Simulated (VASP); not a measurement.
Input of a VASP 6.6.1 run:

File POSCAR:

```
W
1.0
   -1.5851577801      1.5851577801      1.5851577801
    1.5851577801     -1.5851577801      1.5851577801
    1.5851577801      1.5851577801     -1.5851577801
W
1
Direct
    0.0000000000      0.0000000000      0.0000000000
```

File INCAR.step1:

```
SYSTEM = W
  ALGO = Normal
  EDIFF = 1E-4
  ENCUT = 600
  GGA = PE
  ISMEAR = 0
  LASPH = .True.
  LCHARG = .False.
  LREAL = .False.
  LWAVE = .True.
  NELM = 80
  PREC = Accurate
  SIGMA = 0.1
```

Contents of INCAR.step2:

```
SYSTEM = W
  ALGO = Normal
  EDIFF = 1E-6
  EDIFFG = -0.01
  ENCUT = 600
  IBRION = 2
  ISIF = 3
  ISMEAR = 0
  ISTART = 1
  LASPH = .True.
  LCHARG = .False.
  LMIXTAU = .True.
  LREAL = .False.
  LWAVE = .False.
  METAGGA = R2SCAN
  NELM = 80
  NSW = 100
  PREC = Accurate
  SIGMA = 0.1
```

Contents of KPOINTS:

```
k-points
0
Gamma
  18 18 18
  0 0 0
```

Potentials or basis: VASP PAW PBE potentials, release 64 (W_sv).

Command:

```sh
$ cat potpaw_PBE.64/W_sv/POTCAR > POTCAR
$ cp INCAR.step1 INCAR
$ mpirun -np 1 vasp_std > vasp.out
$ cp INCAR.step2 INCAR
$ mpirun -np 1 vasp_std > vasp.out
```

Question: What does it give for the relaxed cell?

Answer: a = 2.748 Å, b = 2.748 Å, c = 2.748 Å, α = 109.47°, β = 109.47°, γ = 109.47°.

Question: Predict the relaxed volume.

Answer: 15.97 Å³/atom.

Question: Predict the band gap on the k mesh.

Answer: Zero (band 7 reaches 16.47 eV, above the bottom of band 8 at 9.92 eV).

Question: Predict the space group after relaxing (to 0.05 Å).

Answer: Im-3m (No. 229).

Final structure:
```
W
1.0
    -1.58628    1.58628    1.58628
     1.58628   -1.58628    1.58628
     1.58628    1.58628   -1.58628
W
1
Cartesian
  0.0000 0.0000 0.0000
```

Caveat: the PAW data sets were made with another functional, which shifts forces and pressure a little; spin-orbit coupling is left out, which moves the levels of the heavy elements.
